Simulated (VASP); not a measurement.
# BeS: single point with PBEsol

BeS:

```xyz
2
Lattice="0.0000 2.6218 2.4590 2.4590 0.0000 2.4590 2.4590 2.6218 0.0000" Properties=species:S:1:pos:R:3 pbc="T T T"
Be    0.0000    0.0000    0.0000
S     3.6885    3.9327    3.6885
```

This cell differs from its parent crystal: volume 15.853 Å^3 an atom, c/a of the conventional cell 1.0662.

```
Program                : VASP 6.6.1
Task                   : single point
Functional             : PBEsol
Potentials or basis    : VASP PAW PBE potentials, release 64 (Be, S)
Cutoff                 : 520 eV
k mesh                 : 10 × 10 × 10
Occupations            : gaussian, width 0.05 eV
Spin                   : no spin polarisation
Dipole correction      : no
Further INCAR settings : ALGO = Normal; EDIFF = 1e-06; NBANDS = 11
```

```
Pressure               : -8.8 GPa
Band gap on the k mesh : 2.89 eV, indirect (least direct gap 4.72 eV)
```

Stress tensor (GPa, compression positive):
```
 -6.71   0.00   0.00
  0.00 -12.92   0.00
  0.00   0.00  -6.71
```

Levels at points of the mesh, in eV from the valence-band top:
```
           k point  band 1  band 2  band 3  band 4  band 5  band 6  band 7  band 8  band 9
(0.00, 0.00, 0.00)  -13.16   -0.35    0.00    0.00    4.72    5.51    5.51    5.60   11.70
(0.50, 0.00, 0.00)  -11.80   -5.33   -1.29   -0.75    4.68    6.32    6.63   10.36   13.75
(0.50, 0.50, 0.00)  -11.26   -4.53   -2.62   -2.54    2.89    4.57   11.57   11.65   14.10
(0.50, 0.00, 0.50)  -11.52   -4.93   -2.12   -2.12    3.33    5.15   11.74   11.74   13.41
```

Run time: 62 s on 1 thread of AMD EPYC 7R13, with other jobs on the host, peak memory 0.14 GiB.

Caveat: the PAW data sets were made with another functional, which shifts forces and pressure a little. A k mesh can miss the band edges.
